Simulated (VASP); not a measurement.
# CO2 (P4_2/mnm) in VASP: further runs, part 2 of 2

VASP 6.6.1. The steps go on from the part before.

### Step 4. Single point, PBE

This run uses another cell than the first one, of 13.96 Å³/atom, 1.176 times its volume.

The input, INCAR:

```
SYSTEM = CO2
  PREC = Accurate
  ENCUT = 520
  EDIFF = 1E-6
  ISMEAR = 0
  SIGMA = 0.05
  LREAL = .FALSE.
  LASPH = .TRUE.
  NELM = 100
  ALGO = Normal
  ISIF = 2
  LWAVE = .FALSE.
  LCHARG = .TRUE.
  GGA = PE
  LELF = .TRUE.
  LVHAR = .TRUE.
  NBANDS = 25
```

The input, KPOINTS:

```
regular mesh
0
G
  6 6 6
  0 0 0
```

The input, POSCAR:

```
CO2
1.0
    4.2272127900      0.0000000000      0.0000000000
    0.0000000000      4.2272127900      0.0000000000
    0.0000000000      0.0000000000      4.6877715900
C O
2 4
Direct
    0.5000000000      0.5000000000      0.5000000000
    0.0000000000      0.0000000000      0.0000000000
    0.3048268600      0.6951731400      0.5000000000
    0.6951731400      0.3048268600      0.5000000000
    0.1951731400      0.1951731400      0.0000000000
    0.8048268600      0.8048268600      0.0000000000
```

Potentials or basis: VASP PAW PBE potentials, release 64 (C, O).

On the command line:

```sh
cat potpaw_PBE.64/C/POTCAR potpaw_PBE.64/O/POTCAR > POTCAR
mpirun -np 1 vasp_std > vasp.out
```

OUTCAR:

```text
SYSTEM = CO2
   PREC = Accurate
   ENCUT = 520
   EDIFF = 1E-6
   ISMEAR = 0
   LREAL = .FALSE.
   LASPH = .TRUE.
   NELM = 100
   ISIF = 2
   GGA = PE

 ion  position               nearest neighbor table
   1  0.500  0.500  0.500-   3 1.17   4 1.17
   2  0.000  0.000  0.000-   5 1.17   6 1.17
   3  0.305  0.695  0.500-   1 1.17
   4  0.695  0.305  0.500-   1 1.17
   5  0.195  0.195  0.000-   2 1.17
   6  0.805  0.805  0.000-   2 1.17

  LATTYP: Found a simple tetragonal cell.
 ALAT       =     4.2272127900
 C/A-ratio  =     1.1089509383

  Lattice vectors:

 A1 = (   4.2272127900,   0.0000000000,   0.0000000000)
 A2 = (   0.0000000000,   4.2272127900,   0.0000000000)
 A3 = (   0.0000000000,   0.0000000000,   4.6877715900)

Analysis of symmetry for initial positions (statically):
=====================================================================
 Subroutine PRICEL returns:
 Original cell was already a primitive cell.

 Routine SETGRP: Setting up the symmetry group for a
 simple tetragonal supercell.

 Subroutine GETGRP returns: Found 16 space group operations
 (whereof  8 operations were pure point group operations)
 out of a pool of 16 trial point group operations.

The static configuration has the point symmetry D_2h.
 The point group associated with its full space group is D_4h.

Analysis of symmetry for dynamics (positions and initial velocities):
=====================================================================
 Subroutine PRICEL returns:
 Original cell was already a primitive cell.

 Routine SETGRP: Setting up the symmetry group for a
 simple tetragonal supercell.

 Subroutine GETGRP returns: Found 16 space group operations
 (whereof  8 operations were pure point group operations)
 out of a pool of 16 trial point group operations.

[... 122 lines left out ...]
   EMIN   =  10.00;   EMAX   =-10.00  energy-range for DOS
   EFERMI =   0.00;   METHOD = LEGACY
   ISMEAR =     0;   SIGMA  =   0.05  broadening in eV -4-tet -1-fermi 0-gaus
   EFERMI_NEDOS =   21; number of points for ismear=-14 and -15
   IALGO  =     38    algorithm
   IMIX   =      4    mixing-type and parameters
     AMIX     =   0.40;   BMIX     =  1.00
     AMIX_MAG =   1.60;   BMIX_MAG =  1.00
  volume/ion in A,a.u.               =      13.96        94.21
  Fermi-wavevector in a.u.,A,eV,Ry     =   1.187864  2.244737 19.198094  1.411020
  Thomas-Fermi vector in A             =   2.324006
   LORBIT       =      0    0 simple, 1 ext, 2 COOP (PROOUT), +10 PAW based schemes
   GGA     = PE    functional components
   LHFCALC =     F    Hartree Fock is set to
   AEXX    =    0.0000 exact exchange contribution
   IVDW    =     0    specifies the selected vdW correction
   LEPSILON=     F    determine dielectric tensor
   LRPA    =     F    only Hartree local field effects (RPA)
 non-spin polarized calculation
 Gauss-broadening in eV      SIGMA  =   0.05
  energy-cutoff  :      520.00
  volume of cell :       83.77
 maximum number of plane-waves:      2288
 NGX is ok and might be reduce to    32
   NGX = 15   NGY = 15   NGZ = 17

 number of electron      32.0000023 magnetization

 Free energy of the ion-electron system (eV)
  ---------------------------------------------------
  ext. energy  EPLUGINS =         0.00000000
  ---------------------------------------------------
  free energy    TOTEN  =       -45.97037088 eV

  energy without entropy =      -45.97037088  energy(sigma->0) =      -45.97037088

 E-fermi :  -2.8181     XC(G=0):  -8.1147

 val. band max:       -3.1212077720   @ k =   0.5000   0.5000   0.5000
 cond. band min:       3.4472470538   @ k =   0.0000   0.0000   0.0000
 fundamental gap:      6.5684548257
 Fermi energy:        -2.8181449275

 k-point     1 :       0.0000    0.0000    0.0000
  band No.  band energies     occupation
      1     -23.9838      2.00000
      2     -23.6869      2.00000
      3     -22.7585      2.00000
      4     -22.7585      2.00000
      5      -8.7081      2.00000
      6      -8.3485      2.00000
[... 661 lines left out ...]
     24      10.1622      0.00000
     25      12.1902      0.00000

 [... further k-points ...]
[... 5 lines left out ...]
  --------------------------------------------------------------------------------------
  -------------------------------------------------------------------------------------
  Total        2.7468280      2.7468280      0.8987725      0.0000000      0.0000000      0.0000000
  in kB       52.5372559     52.5372559     17.1903888      0.0000000      0.0000000      0.0000000
  external PRESSURE =      40.7549669 kB  Pullay stress =       0.0000000 kB

 VOLUME and BASIS-vectors are now :
 -----------------------------------------------------------------------------
  energy-cutoff  :      520.00
  volume of cell :       83.77
      direct lattice vectors                 reciprocal lattice vectors
     4.227212790  0.000000000  0.000000000     0.236562494  0.000000000  0.000000000
     0.000000000  4.227212790  0.000000000     0.000000000  0.236562494  0.000000000
     0.000000000  0.000000000  4.687771590     0.000000000  0.000000000  0.213320974

 POSITION                                       TOTAL-FORCE (eV/Angst)
 -----------------------------------------------------------------------------------
      2.11361      2.11361      2.34389        -0.000000      0.000000     -0.000000
      0.00000      0.00000      0.00000        -0.000000      0.000000     -0.000000
      1.28857      2.93864      2.34389        -0.551954      0.551954     -0.000000
      2.93864      1.28857      2.34389         0.551954     -0.551954     -0.000000
      0.82504      0.82504      0.00000         0.551954      0.551954     -0.000000
      3.40217      3.40217      0.00000        -0.551954     -0.551954      0.000000
 -----------------------------------------------------------------------------------
    total drift:                                0.000000      0.000000     -0.000000

  FREE ENERGIE OF THE ION-ELECTRON SYSTEM (eV)
  ---------------------------------------------------
  free  energy   TOTEN  =       -45.9703708849 eV

  energy  without entropy=      -45.9703708849  energy(sigma->0) =      -45.97037088
```

It took 58 s on 1 thread of Intel Xeon Platinum 8488C (Sapphire Rapids), shared host; peak memory 0.21 GiB.

Results:

```
Free energy            : -45.9704 eV
Pressure               : 4.1 GPa
Largest force          : 0.781 eV/Å
Band gap on the k mesh : 6.57 eV, indirect (least direct gap 7.04 eV)
```

Forces on the atoms (eV/Å):
```
C    0.000  0.000  0.000
C    0.000  0.000  0.000
O   -0.552  0.552  0.000
O    0.552 -0.552  0.000
O    0.552  0.552  0.000
O   -0.552 -0.552  0.000
```

Stress tensor (GPa, compression positive):
```
5.25 0.00 0.00
0.00 5.25 0.00
0.00 0.00 1.72
```

A k mesh can miss the band edges. Expect the measured gap to be larger: semilocal functionals such as PBE lack the derivative discontinuity.

### Step 5. Single point, r2SCAN

This run uses another cell than the first one, of 13.96 Å³/atom, 1.176 times its volume.

POSCAR is that of step 4.

The input, INCAR.step1:

```
PREC     = Accurate       # precision mode
ENCUT    = 520            # plane-wave cutoff, eV
ISMEAR   = 0              # smearing method
SIGMA    = 0.05           # smearing width, eV
LREAL    = False          # projectors in reciprocal space
LASPH    = True           # aspherical terms in the spheres
NELM     = 80             # most SCF steps
NBANDS   = 25             # bands
GGA      = PE             # functional
ALGO     = Normal         # electronic algorithm
EDIFF    = 1E-4           # SCF threshold, eV
LWAVE    = True           # write WAVECAR
LCHARG   = False          # write CHGCAR
```

The input, INCAR.step2:

```
PREC     = Accurate       # precision mode
ENCUT    = 520            # plane-wave cutoff, eV
EDIFF    = 1E-7           # SCF threshold, eV
ISMEAR   = 0              # smearing method
SIGMA    = 0.05           # smearing width, eV
LREAL    = False          # projectors in reciprocal space
LASPH    = True           # aspherical terms in the spheres
NELM     = 80             # most SCF steps
ALGO     = Normal         # electronic algorithm
ISIF     = 2              # what is computed and relaxed
LWAVE    = False          # write WAVECAR
LCHARG   = True           # write CHGCAR
METAGGA  = R2SCAN         # meta-GGA
LMIXTAU  = True         
LELF     = True           # ELF
LVHAR    = True         
NBANDS   = 25             # bands
ISTART   = 1
```

The input, KPOINTS:

```
Automatic mesh
0
Gamma
  6 6 6
```

Potentials or basis: VASP PAW PBE potentials, release 64 (C, O).

On the command line:

```sh
cat potpaw_PBE.64/C/POTCAR potpaw_PBE.64/O/POTCAR > POTCAR
cp INCAR.step1 INCAR
mpirun -np 1 vasp_std > vasp.out
cp INCAR.step2 INCAR
mpirun -np 1 vasp_std > vasp.out
```

OUTCAR:

```text
PREC = Accurate
   ENCUT = 520
   EDIFF = 1E-7
   ISMEAR = 0
   LREAL = False
   LASPH = True
   NELM = 80
   ISIF = 2
   METAGGA = R2SCAN
   ISTART = 1

 ion  position               nearest neighbor table
   1  0.500  0.500  0.500-   3 1.17   4 1.17
   2  0.000  0.000  0.000-   5 1.17   6 1.17
   3  0.305  0.695  0.500-   1 1.17
   4  0.695  0.305  0.500-   1 1.17
   5  0.195  0.195  0.000-   2 1.17
   6  0.805  0.805  0.000-   2 1.17

  LATTYP: Found a simple tetragonal cell.
 ALAT       =     4.2272127900
 C/A-ratio  =     1.1089509383

  Lattice vectors:

 A1 = (   4.2272127900,   0.0000000000,   0.0000000000)
 A2 = (   0.0000000000,   4.2272127900,   0.0000000000)
 A3 = (   0.0000000000,   0.0000000000,   4.6877715900)

Analysis of symmetry for initial positions (statically):
=====================================================================
 Subroutine PRICEL returns:
 Original cell was already a primitive cell.

 Routine SETGRP: Setting up the symmetry group for a
 simple tetragonal supercell.

 Subroutine GETGRP returns: Found 16 space group operations
 (whereof  8 operations were pure point group operations)
 out of a pool of 16 trial point group operations.

The static configuration has the point symmetry D_2h.
 The point group associated with its full space group is D_4h.

Analysis of symmetry for dynamics (positions and initial velocities):
=====================================================================
 Subroutine PRICEL returns:
 Original cell was already a primitive cell.

 Routine SETGRP: Setting up the symmetry group for a
 simple tetragonal supercell.

 Subroutine GETGRP returns: Found 16 space group operations
 (whereof  8 operations were pure point group operations)
 out of a pool of 16 trial point group operations.

[... 128 lines left out ...]
     AMIX     =   0.40;   BMIX     =  1.00
     AMIX_MAG =   1.60;   BMIX_MAG =  1.00
  volume/ion in A,a.u.               =      13.96        94.21
  Fermi-wavevector in a.u.,A,eV,Ry     =   1.187864  2.244737 19.198094  1.411020
  Thomas-Fermi vector in A             =   2.324006
   LORBIT       =      0    0 simple, 1 ext, 2 COOP (PROOUT), +10 PAW based schemes
   METAGGA = R2SCAN    functional components
   LHFCALC =     F    Hartree Fock is set to
   AEXX    =    0.0000 exact exchange contribution
   IVDW    =     0    specifies the selected vdW correction
   LEPSILON=     F    determine dielectric tensor
   LRPA    =     F    only Hartree local field effects (RPA)
 non-spin polarized calculation
 Gauss-broadening in eV      SIGMA  =   0.05
  energy-cutoff  :      520.00
  volume of cell :       83.77
 maximum number of plane-waves:      2288
 NGX is ok and might be reduce to    32
   NGX = 15   NGY = 15   NGZ = 17

 number of electron      32.0000023 magnetization

 Free energy of the ion-electron system (eV)
  ---------------------------------------------------
  ext. energy  EPLUGINS =         0.00000000
  ---------------------------------------------------
  free energy    TOTEN  =       -51.47650203 eV

  energy without entropy =      -51.47650203  energy(sigma->0) =      -51.47650203

 E-fermi :  -3.3616     XC(G=0):  -8.5841

 val. band max:       -3.5884656304   @ k =   0.5000   0.5000   0.5000
 cond. band min:       3.5725912312   @ k =   0.0000   0.0000   0.0000
 fundamental gap:      7.1610568616
 Fermi energy:        -3.3616138300

 k-point     1 :       0.0000    0.0000    0.0000
  band No.  band energies     occupation
      1     -25.6131      2.00000
      2     -25.3159      2.00000
      3     -24.3079      2.00000
      4     -24.3079      2.00000
      5      -9.5251      2.00000
      6      -9.1447      2.00000
[... 661 lines left out ...]
     24      10.5053      0.00000
     25      12.5558      0.00000

 [... further k-points ...]

------------------------ aborting loop because EDIFF is reached ----------------------------------------

  FORCE on cell =-STRESS in cart. coord.  units (eV):
  Direction    XX          YY          ZZ          XY          YZ          ZX
  --------------------------------------------------------------------------------------
  -------------------------------------------------------------------------------------
  Total        0.1606041      0.1606041      0.0140335     -0.0000000      0.0000000      0.0000000
  in kB        3.0717980      3.0717980      0.2684111     -0.0000000      0.0000000      0.0000000
  external PRESSURE =       2.1373357 kB  Pullay stress =       0.0000000 kB

 VOLUME and BASIS-vectors are now :
 -----------------------------------------------------------------------------
  energy-cutoff  :      520.00
  volume of cell :       83.77
      direct lattice vectors                 reciprocal lattice vectors
     4.227212790  0.000000000  0.000000000     0.236562494  0.000000000  0.000000000
     0.000000000  4.227212790  0.000000000     0.000000000  0.236562494  0.000000000
     0.000000000  0.000000000  4.687771590     0.000000000  0.000000000  0.213320974

 POSITION                                       TOTAL-FORCE (eV/Angst)
 -----------------------------------------------------------------------------------
      2.11361      2.11361      2.34389         0.000000     -0.000000     -0.000000
      0.00000      0.00000      0.00000         0.000000     -0.000000     -0.000000
      1.28857      2.93864      2.34389        -0.028652      0.028652      0.000000
      2.93864      1.28857      2.34389         0.028652     -0.028652     -0.000000
      0.82504      0.82504      0.00000         0.028652      0.028652      0.000000
      3.40217      3.40217      0.00000        -0.028652     -0.028652     -0.000000
 -----------------------------------------------------------------------------------
    total drift:                                0.000000      0.000000      0.000000

  FREE ENERGIE OF THE ION-ELECTRON SYSTEM (eV)
  ---------------------------------------------------
  free  energy   TOTEN  =       -51.4765020330 eV

  energy  without entropy=      -51.4765020330  energy(sigma->0) =      -51.47650203
```

Wall time 3.6 min (1 thread of Intel Xeon Platinum 8488C (Sapphire Rapids), shared host); peak memory 0.22 GiB.

What came out:

```yaml
Free_energy: -51.4765 eV
Pressure: 0.2 GPa
Largest_force: 0.041 eV/Å
Band_gap_on_the_k_mesh: 7.16 eV, indirect (least direct gap 7.64 eV)
```

Forces in eV/Å, atoms in the order of the input:
```
C    0.000  0.000  0.000
C    0.000  0.000  0.000
O   -0.029  0.029  0.000
O    0.029 -0.029  0.000
O    0.029  0.029  0.000
O   -0.029 -0.029  0.000
```

Levels at points of the mesh, in eV from the valence-band top:
```
           k point  band 13  band 14  band 15  band 16  band 17  band 18  band 19  band 20
(0.00, 0.00, 0.00)    -1.41    -0.56    -0.48    -0.48     7.16     8.14     8.57     8.57
(0.50, 0.00, 0.00)    -0.53    -0.53    -0.49    -0.49     8.77     8.77     8.90     8.90
(0.50, 0.50, 0.00)    -0.67    -0.67     0.00     0.00     8.93     8.93     9.05     9.05
(0.00, 0.00, 0.50)    -1.00    -1.00    -0.48    -0.48     8.58     8.58     8.71     8.71
(0.50, 0.00, 0.50)    -0.90    -0.90    -0.27    -0.27     8.63     8.63     9.16     9.16
(0.50, 0.50, 0.50)    -0.52    -0.52     0.00     0.00     8.36     8.36     9.05     9.05
```

Caveat: the PAW data sets were made with another functional, which shifts forces and pressure a little. r2SCAN opens gaps a little over a GGA but as a rule still falls short of measured ones.

### Step 6. Overview

| level | cell | gap on the mesh (eV) | pressure (GPa) | largest force (eV/Å) |
| --- | --- | --- | --- | --- |
| PBE | a = 4.004, b = 4.004, c = 4.441 Å, 6 atoms | 7.36 | 33.7 | 8.89 |
| PBE | a = 4.227, b = 4.227, c = 4.688 Å, 6 atoms | 6.57 | 4.1 | 0.78 |
| r2SCAN | a = 4.227, b = 4.227, c = 4.688 Å, 6 atoms | 7.16 | 0.2 | 0.04 |

Alike in all rows: task single point; potentials or basis VASP PAW PBE potentials, release 64 (C, O); no spin polarisation; k mesh 6 × 6 × 6; cutoff (eV) 520; smearing gaussian 0.05 eV.

Caveats: forces of over 1 eV/Å act on the atoms, so gaps and moduli don't describe the material at rest (some runs); the PAW data sets were made with another functional, which shifts forces and pressure a little (some runs).

Total energies depend on the potentials used, so only differences within one code and one set of settings carry meaning.
